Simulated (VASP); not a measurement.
The system is Ga2O3.

```
CELL_PARAMETERS angstrom
6.10700 -1.51855 0.00000
6.10700 1.51855 0.00000
-1.38599 0.00000 5.63001
ATOMIC_POSITIONS crystal
Ga 0.34134 0.34134 0.68598
Ga 0.65866 0.65866 0.31402
Ga 0.90950 0.90950 0.20540
Ga 0.09050 0.09050 0.79460
O 0.50410 0.50410 0.74340
O 0.49590 0.49590 0.25660
O 0.82670 0.82670 0.43680
O 0.17330 0.17330 0.56320
O 0.83550 0.83550 0.89020
O 0.16450 0.16450 0.10980
```

Base run:

- Program: VASP 6.6.1
- Functional: PBEsol
- Potentials or basis: VASP PAW PBE potentials, release 64 (Ga_d, O)
- Cutoff: 520 eV
- k mesh: 9 × 9 × 5
- Occupations: fermi-dirac, width 0.05 eV
- Spin: no spin polarisation

Its results: band gap on the k mesh 2.34 eV (least direct gap 2.36 eV); pressure 2.8 GPa; largest force 0.114 eV/Å.

**Question.** The run is repeated on the same cell with these changes: functional from PBEsol to RPBE. What comes out?

**Answer.** Band gap on the k mesh 2.53 eV (least direct gap 2.55 eV); pressure 14.8 GPa; largest force 0.325 eV/Å.

RPBE binds less tightly than PBEsol, so the same cell stands under more pressure.

Caveats: the PAW data sets were made with another functional, which shifts forces and pressure a little; the cell stands under pressure (at least some runs).

A k mesh can miss the band edges.
